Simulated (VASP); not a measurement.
**Al: single point with PBEsol**

The system is Al.

```
Al
1.0
    -1.33863    1.33863    1.33863
     1.33863   -1.33863    1.33863
     1.33863    1.33863   -1.33863
Al
1
Cartesian
  0.0000 0.0000 0.0000
```

This cell differs from its parent crystal: volume scaled by 0.58.

```
Program             : VASP 6.6.1
Task                : single point
Functional          : PBEsol
Potentials or basis : VASP PAW PBE potentials, release 64 (Al)
Cutoff              : 520 eV
k mesh              : 17 × 17 × 17
Occupations         : fermi-dirac, width 0.05 eV
Spin                : no spin polarisation
```

```json
{
  "Pressure": "125.8 GPa"
}
```

Levels at points of the mesh, in eV from the Fermi level:
| k point | band 1 | band 2 | band 3 | band 4 | band 5 |
| --- | --- | --- | --- | --- | --- |
| (0.00, 0.00, 0.00) | -15.36 | 17.06 | 17.06 | 17.06 | 21.19 |

Wall time 6.5 s on 1 thread of Intel(R) Xeon(R) Platinum 8488C (Sapphire Rapids), with other jobs on the host, peak memory 0.11 GiB.

Caveat: the PAW data sets were made with another functional, which shifts forces and pressure a little.
